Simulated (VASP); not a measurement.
# H6CO in VASP: relaxation of the atoms with r2SCAN

Aim: the relaxation of the atoms of H6CO with r2SCAN.

Program: VASP 6.6.1. These are calculated values, not measurements. Logs are shortened: lines on timing, memory, paths and dates and some standing lists are left out, and cuts for length are marked.

## Step 1: The cell of the first run

The cell holds an amorphous packing of atoms, 32 atoms: a = 7.192 Å, b = 7.192 Å, c = 7.192 Å, α = 90.00°, β = 90.00°, γ = 90.00°.

## Step 2: Relaxation of the atoms, r2SCAN

POSCAR reads:

```
H6CO
1.0
    7.1919660000      0.0000000000      0.0000000000
    0.0000000000      7.1919660000      0.0000000000
    0.0000000000      0.0000000000      7.1919660000
O H C
4 24 4
Direct
    0.7796028000      0.7138626000      0.8177218000
    0.8805734000      0.2623115000      0.6391393000
    0.2460552000      0.9090936000      1.0061892000
    0.3449263000      0.7682435000      0.3240921000
    0.6840289000      0.6935646000      0.9104066000
    0.7355417000      0.8205259000      0.7483069000
    0.9220147000      0.1363406000      0.6156695000
    0.9653669000      0.3074514000      0.7335284000
    0.1692014000      0.9599206000      0.9079702000
    0.2478549000      0.7768097000      0.9809981000
    0.2228012000      0.8084469000      0.2840172000
    0.3193938000      0.6754255000      0.4182716000
    0.2533916000      0.4499442000      0.0506508000
    0.1065309000      0.2522687000      0.0267448000
    0.2051494000      0.3072135000      0.2469052000
    0.3491909000      0.2222513000      0.0645632000
    0.7866995000      0.4834399000      0.3225531000
    0.9577467000      0.4778791000      0.1438716000
    1.0106127000      0.5807867000      0.3625731000
    0.8529189000      0.6925792000      0.2081379000
    0.5561141000      1.0195798000      0.3432056000
    0.7237309000      0.8484956000      0.4052536000
    0.7952867000      1.0808383000      0.3592992000
    0.7166865000      0.9367004000      0.1742007000
    0.3703172000      0.4800260000      0.6726616000
    0.3515103000      0.2338463000      0.6566299000
    0.4005580000      0.3676027000      0.4543462000
    0.1761961000      0.3779848000      0.5581203000
    0.2285657000      0.3079194000      0.0972160000
    0.9019944000      0.5586712000      0.2592839000
    0.6979545000      0.9714035000      0.3204897000
    0.3246454000      0.3648649000      0.5854395000
```

INCAR.step1 reads:

```
  ALGO = Normal
  EDIFF = 1E-4
  ENCUT = 520
  GGA = PE
  ISMEAR = -1
  LASPH = T
  LCHARG = F
  LREAL = Auto
  LWAVE = T
  NELM = 60
  PREC = Accurate
  SIGMA = 0.02
```

INCAR.step2 reads:

```
  ALGO = Normal
  EDIFF = 1E-6
  EDIFFG = -0.3
  ENCUT = 520
  IBRION = 2
  ISIF = 2
  ISMEAR = -1
  ISTART = 1
  LASPH = T
  LCHARG = F
  LMIXTAU = T
  LREAL = Auto
  LWAVE = F
  METAGGA = R2SCAN
  NELM = 60
  NSW = 35
  PREC = Accurate
  SIGMA = 0.02
```

KPOINTS reads:

```
k-points
0
Gamma
  1 1 1
```

Potentials or basis: VASP PAW PBE potentials, release 64 (O, H, C).

Launch:

```sh
cat potpaw_PBE.64/O/POTCAR potpaw_PBE.64/H/POTCAR potpaw_PBE.64/C/POTCAR > POTCAR
cp INCAR.step1 INCAR
mpirun -np 1 vasp_gam > vasp.out
cp INCAR.step2 INCAR
mpirun -np 1 vasp_gam > vasp.out
```

OUTCAR:

```text
EDIFF = 1E-6
   EDIFFG = -0.3
   ENCUT = 520
   IBRION = 2
   ISIF = 2
   ISMEAR = -1
   ISTART = 1
   LASPH = T
   LREAL = Auto
   METAGGA = R2SCAN
   NELM = 60
   NSW = 35
   PREC = Accurate

 ion  position               nearest neighbor table
   1  0.780  0.714  0.818-   5 0.97   6 0.97
   2  0.881  0.262  0.639-   8 0.97   7 0.97
   3  0.246  0.909  0.006-  10 0.97   9 0.97
   4  0.345  0.768  0.324-  11 0.97  12 0.97
   5  0.684  0.694  0.910-   1 0.97
   6  0.736  0.821  0.748-   1 0.97
   7  0.922  0.136  0.616-   2 0.97
   8  0.965  0.307  0.734-   2 0.97
   9  0.169  0.960  0.908-   3 0.97
  10  0.248  0.777  0.981-   3 0.97
[... 16 lines left out ...]
  27  0.401  0.368  0.454-  32 1.09
  28  0.176  0.378  0.558-  32 1.09
  29  0.229  0.308  0.097-  16 1.09  15 1.09  14 1.09  13 1.09
  30  0.902  0.559  0.259-  17 1.09  20 1.09  18 1.09  19 1.09
  31  0.698  0.971  0.320-  24 1.09  21 1.09  22 1.09  23 1.09
  32  0.325  0.365  0.585-  28 1.09  26 1.09  27 1.09  25 1.09

  LATTYP: Found a simple cubic cell.
 ALAT       =     7.1919660000

  Lattice vectors:

 A1 = (   7.1919660000,   0.0000000000,   0.0000000000)
 A2 = (   0.0000000000,   7.1919660000,   0.0000000000)
 A3 = (   0.0000000000,   0.0000000000,   7.1919660000)

Analysis of symmetry for initial positions (statically):
=====================================================================
 Subroutine PRICEL returns:
 Original cell was already a primitive cell.

 Routine SETGRP: Setting up the symmetry group for a
 simple cubic supercell.

 Subroutine GETGRP returns: Found  1 space group operations
 (whereof  1 operations were pure point group operations)
 out of a pool of 48 trial point group operations.

The static configuration has the point symmetry C_1 .

Analysis of symmetry for dynamics (positions and initial velocities):
=====================================================================
 Subroutine PRICEL returns:
 Original cell was already a primitive cell.

 Routine SETGRP: Setting up the symmetry group for a
 simple cubic supercell.

 Subroutine GETGRP returns: Found  1 space group operations
 (whereof  1 operations were pure point group operations)
 out of a pool of 48 trial point group operations.

The dynamic configuration has the point symmetry C_1 .

 Subroutine INISYM returns: Found  1 space group operations
 (whereof  1 operations are pure point group operations),
 and found     1 'primitive' translations

----------------------------------------------------------------------------------------

                                     Primitive cell

  volume of cell :     371.9999

  direct lattice vectors                    reciprocal lattice vectors
     7.191966000  0.000000000  0.000000000     0.139044039  0.000000000  0.000000000
     0.000000000  7.191966000  0.000000000     0.000000000  0.139044039  0.000000000
     0.000000000  0.000000000  7.191966000     0.000000000  0.000000000  0.139044039

  length of vectors
     7.191966000  7.191966000  7.191966000     0.139044039  0.139044039  0.139044039

  position of ions in fractional coordinates (direct lattice)
     0.779602800  0.713862600  0.817721800
     0.880573400  0.262311500  0.639139300
     0.246055200  0.909093600  0.006189200
     0.344926300  0.768243500  0.324092100
     0.684028900  0.693564600  0.910406600
     0.735541700  0.820525900  0.748306900
[... 24 lines left out ...]
     0.697954500  0.971403500  0.320489700
     0.324645400  0.364864900  0.585439500

  ion indices of the primitive-cell ions
   primitive index   ion index
                 1           1
                 2           2
                 3           3
                 4           4
                 5           5
                 6           6
[... 24 lines left out ...]
                31          31
                32          32

----------------------------------------------------------------------------------------

 KPOINTS: k-points

Automatic generation of k-mesh.
 Grid dimensions read from file:
 generate k-points for:    1    1    1

 Generating k-lattice:

  Cartesian coordinates                     Fractional coordinates (reciprocal lattice)
     0.139044039  0.000000000  0.000000000     1.000000000  0.000000000  0.000000000
     0.000000000  0.139044039  0.000000000     0.000000000  1.000000000  0.000000000
     0.000000000  0.000000000  0.139044039     0.000000000  0.000000000  1.000000000

  Length of vectors
     0.139044039  0.139044039  0.139044039

  Shift w.r.t. Gamma in fractional coordinates (k-lattice)
     0.000000000  0.000000000  0.000000000

 Subroutine IBZKPT returns following result:
 ===========================================

 Found      1 irreducible k-points:

 Following reciprocal coordinates:
            Coordinates               Weight
  0.000000  0.000000  0.000000      1.000000
   k-points           NKPTS =      1   k-points in BZ     NKDIM =      1   number of bands    NBANDS=     49
   number of dos      NEDOS =    301   number of ions     NIONS =     32
   total plane-waves  NPLWV = 157464
   dimension x,y,z NGX =    54 NGY =   54 NGZ =   54
   dimension x,y,z NGXF=   108 NGYF=  108 NGZF=  108
   ions per type =               4  24   4
   NGX,Y,Z   is equivalent  to a cutoff of  12.48, 12.48, 12.48 a.u.
   NGXF,Y,Z  is equivalent  to a cutoff of  24.96, 24.96, 24.96 a.u.
 SYSTEM =  unknown system
   PREC   = accura    normal or accurate (medium, high low for compatibility)
   ISTART =      1    job   : 0-new  1-cont  2-samecut
   ICHARG =      0    charge: 1-file 2-atom 10-const
   ISPIN  =      1    spin polarized calculation?
   LNONCOLLINEAR =      F non collinear calculations
   LSORBIT =      F    spin-orbit coupling
   LASPH  =      T    aspherical Exc in radial PAW
   ENCUT  =  520.0 eV  38.22 Ry    6.18 a.u.  13.37 13.37 13.37*2*pi/ulx,y,z
   NELM   =     60;   NELMIN=  2; NELMDL=  0     # of ELM steps
   EDIFF  = 0.1E-05   stopping-criterion for ELM
   LREAL  =      T    real-space projection
   EDIFFG = -.3E+00   stopping-criterion for IOM
   NSW    =     35    number of steps for IOM
   IBRION =      2    ionic relax: 0-MD 1-quasi-New 2-CG
   NFREE  =      1    steps in history (QN), initial steepest desc. (CG)
   ISIF   =      2    stress and relaxation
   ISYM   =      2    0-nonsym 1-usesym 2-fastsym
   POTIM  = 0.5000    time-step for ionic-motion
   TEBEG  =    0.0;   TEEND  =   0.0 temperature during run
   PSTRESS=    0.0 pullay stress
   NELECT =      64.0000    total number of electrons
   NUPDOWN=      -1.0000    fix difference up-down
   EMIN   =  10.00;   EMAX   =-10.00  energy-range for DOS
   EFERMI =   0.00;   METHOD = LEGACY
   ISMEAR =    -1;   SIGMA  =   0.02  broadening in eV -4-tet -1-fermi 0-gaus
   EFERMI_NEDOS =   21; number of points for ismear=-14 and -15
   IALGO  =     38    algorithm
   IMIX   =      4    mixing-type and parameters
     AMIX     =   0.40;   BMIX     =  1.00
     AMIX_MAG =   1.60;   BMIX_MAG =  1.00
  volume/ion in A,a.u.               =      11.62        78.45
  Fermi-wavevector in a.u.,A,eV,Ry     =   0.910515  1.720624 11.279746  0.829038
  Thomas-Fermi vector in A             =   2.034686
   LORBIT       =      0    0 simple, 1 ext, 2 COOP (PROOUT), +10 PAW based schemes
   METAGGA = R2SCAN    functional components
   LHFCALC =     F    Hartree Fock is set to
   AEXX    =    0.0000 exact exchange contribution
   IVDW    =     0    specifies the selected vdW correction
   LEPSILON=     F    determine dielectric tensor
   LRPA    =     F    only Hartree local field effects (RPA)
 conjugate gradient relaxation of ions
 non-spin polarized calculation
  energy-cutoff  :      520.00
  volume of cell :      372.00
 maximum number of plane-waves:      4970
 NGX is ok and might be reduce to    54
   NGX = 27   NGY = 27   NGZ = 27

--------------------------------------- Ionic step        1  -------------------------------------------

 number of electron      63.9999988 magnetization

 Free energy of the ion-electron system (eV)
  ---------------------------------------------------
  ext. energy  EPLUGINS =         0.00000000
  ---------------------------------------------------
  free energy    TOTEN  =      -161.15528917 eV

  energy without entropy =     -161.15528917  energy(sigma->0) =     -161.15528917

------------------------ aborting loop because EDIFF is reached ----------------------------------------

  FORCE on cell =-STRESS in cart. coord.  units (eV):
  Direction    XX          YY          ZZ          XY          YZ          ZX
  --------------------------------------------------------------------------------------
  -------------------------------------------------------------------------------------
  Total        0.9645122      1.7444145      0.4658480     -0.3425671      0.4798634      0.0931697
  in kB        4.1540855      7.5130692      2.0063744     -1.4754120      2.0667374      0.4012755
  external PRESSURE =       4.5578430 kB  Pullay stress =       0.0000000 kB
[... 315 lines left out ...]
  energy  without entropy=     -161.2163659309  energy(sigma->0) =     -161.21636593

--------------------------------------- Ionic step        6  -------------------------------------------

 number of electron      63.9999996 magnetization

 Free energy of the ion-electron system (eV)
  ---------------------------------------------------
  ext. energy  EPLUGINS =         0.00000000
  ---------------------------------------------------
  free energy    TOTEN  =      -161.23276868 eV

  energy without entropy =     -161.23276868  energy(sigma->0) =     -161.23276868

 E-fermi :  -4.4185     XC(G=0):  -6.0704

 val. band max:       -4.9978302122   @ k =   0.0000   0.0000   0.0000
 cond. band min:       0.4550168915   @ k =   0.0000   0.0000   0.0000
 fundamental gap:      5.4528471036
 Fermi energy:        -4.4184597713

 k-point     1 :       0.0000    0.0000    0.0000
  band No.  band energies     occupation
      1     -24.6253      2.00000
      2     -24.4296      2.00000
      3     -24.4052      2.00000
      4     -23.9432      2.00000
      5     -16.0799      2.00000
      6     -15.7862      2.00000
[... 36 lines left out ...]
     43       5.0681      0.00000
     44       5.3844      0.00000
 [bands above 44 left out]

------------------------ aborting loop because EDIFF is reached ----------------------------------------

  FORCE on cell =-STRESS in cart. coord.  units (eV):
  Direction    XX          YY          ZZ          XY          YZ          ZX
  --------------------------------------------------------------------------------------
  -------------------------------------------------------------------------------------
  Total        2.2235461      2.8480064      1.9521868     -0.4925420      0.6903682     -0.1654667
  in kB        9.5766552     12.2661612      8.4079296     -2.1213432      2.9733667     -0.7126533
  external PRESSURE =      10.0835820 kB  Pullay stress =       0.0000000 kB
[... 47 lines left out ...]
  FREE ENERGIE OF THE ION-ELECTRON SYSTEM (eV)
  ---------------------------------------------------
  free  energy   TOTEN  =      -161.2327686793 eV

  energy  without entropy=     -161.2327686793  energy(sigma->0) =     -161.23276868

 reached required accuracy - stopping structural energy minimisation
```

Wall time 20 min (1 thread of AMD EPYC 7R43 (Zen 3), shared host); peak memory 0.38 GiB.

Results:

```yaml
Free_energy: -161.2328 eV
Energy_gained_by_relaxing: 2.4 meV/atom
Ionic_steps: 6
Pressure_after_relaxing: 1.0 GPa
Largest_force_after_relaxing: 0.264 eV/Å
Band_gap_on_the_k_mesh: 5.45 eV
```

Forces on the atoms (eV/Å):
```
O    0.020  0.082  0.009
O   -0.132 -0.099  0.143
O    0.012 -0.068 -0.133
O    0.028 -0.069  0.067
H    0.083  0.010 -0.002
H   -0.087 -0.037 -0.010
H    0.088  0.087  0.052
H   -0.097 -0.058 -0.033
H   -0.057 -0.185  0.013
H   -0.099  0.066 -0.100
H    0.183 -0.143  0.124
H   -0.245  0.014 -0.069
H    0.078  0.120 -0.045
H   -0.062 -0.075 -0.185
H   -0.009 -0.062  0.159
H    0.158 -0.071 -0.070
H   -0.217 -0.067  0.082
H    0.014 -0.181 -0.164
H    0.122 -0.001  0.124
H   -0.068  0.176 -0.086
H   -0.079  0.194  0.063
H    0.021  0.045  0.104
H    0.057  0.129 -0.001
H   -0.009  0.048 -0.085
H    0.058  0.060  0.075
H    0.034 -0.029  0.053
H    0.147  0.038 -0.028
H    0.032  0.062 -0.032
C   -0.011 -0.026 -0.026
C   -0.019 -0.019  0.004
C   -0.025  0.053 -0.021
C    0.083  0.008  0.018
```

Stress tensor (GPa, compression positive):
```
 0.96 -0.21 -0.07
-0.21  1.23  0.30
-0.07  0.30  0.84
```

The path:
```csv
step,energy change (eV),largest force (eV/Å),pressure (GPa)
1,0.0000,0.7683,0.46
2,0.0631,2.0900,2.09
3,-0.0253,0.5779,1.01
4,-0.0585,0.6366,1.09
5,-0.0611,0.8901,1.12
6,-0.0775,0.2639,1.01
```

Final structure:
```
O H C
1.0
     7.19197    0.00000    0.00000
     0.00000    7.19197    0.00000
     0.00000    0.00000    7.19197
O H C
4 24 4
Direct
  0.77989 0.71557 0.81794
  0.87901 0.25941 0.64272
  0.24566 0.90752 0.00175
  0.34228 0.76483 0.32758
  0.68557 0.69325 0.91090
  0.73391 0.82014 0.74754
  0.92244 0.13571 0.61444
  0.96333 0.30945 0.73446
  0.16680 0.96005 0.90694
  0.24760 0.77512 0.98107
  0.22437 0.81067 0.28114
  0.31940 0.67164 0.42103
  0.25336 0.44992 0.05222
  0.10791 0.25218 0.02794
  0.20348 0.30608 0.24265
  0.35019 0.22130 0.06418
  0.78719 0.48386 0.32383
  0.95585 0.47896 0.14461
  0.00828 0.57931 0.36186
  0.85485 0.69101 0.20673
  0.55687 0.01986 0.34333
  0.72107 0.85038 0.40453
  0.79721 0.08371 0.35744
  0.71550 0.93809 0.17647
  0.37223 0.47961 0.67405
  0.35299 0.23534 0.65644
  0.40250 0.36746 0.45625
  0.17752 0.37872 0.55660
  0.23115 0.30747 0.09533
  0.90057 0.55840 0.25863
  0.69877 0.97503 0.32211
  0.32538 0.36624 0.58576
```

Caveat: the k points lie up to 0.87 Å⁻¹ apart; the PAW data sets were made with another functional, which shifts forces and pressure a little; the relaxation stopped at a loose force limit of 0.3 eV/Å, so its end isn't a converged minimum.
